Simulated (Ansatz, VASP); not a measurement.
## In in VASP and in Ansatz

```xyz
1
Lattice="0.0000 2.3557 2.3557 2.3557 0.0000 2.3557 2.3557 2.3557 0.0000" Properties=species:S:1:pos:R:3 pbc="T T T"
In    0.0000    0.0000    0.0000
```

Alike in both runs: task relaxation of cell and atoms; functional BLYP; k mesh 12 × 12 × 12; occupations fermi-dirac, width 0.1 eV; no spin polarisation.

```csv
,VASP,Ansatz
version,VASP 6.6.1,Ansatz 0.2.0
potentials or method,"VASP PAW PBE potentials, release 64 (In_d), cutoff 600 eV","plane waves (420 eV) with PAW, scalar-relativistic"
valence electrons in the cell,13,13
```

VASP gave:

```
relaxed volume (Å³/atom)                                     : 31.03
relaxed cell length with the largest relative difference (Å) : 3.527
```

Task: Which values does Ansatz return?

Result: Relaxed volume (Å³/atom): 31.08; relaxed cell length with the largest relative difference (Å): 3.529.

VASP's potentials were made for PBE, not for BLYP.

Noted on VASP's run: the volume moved by over 15 % at a fixed basis, so the end points are rough.
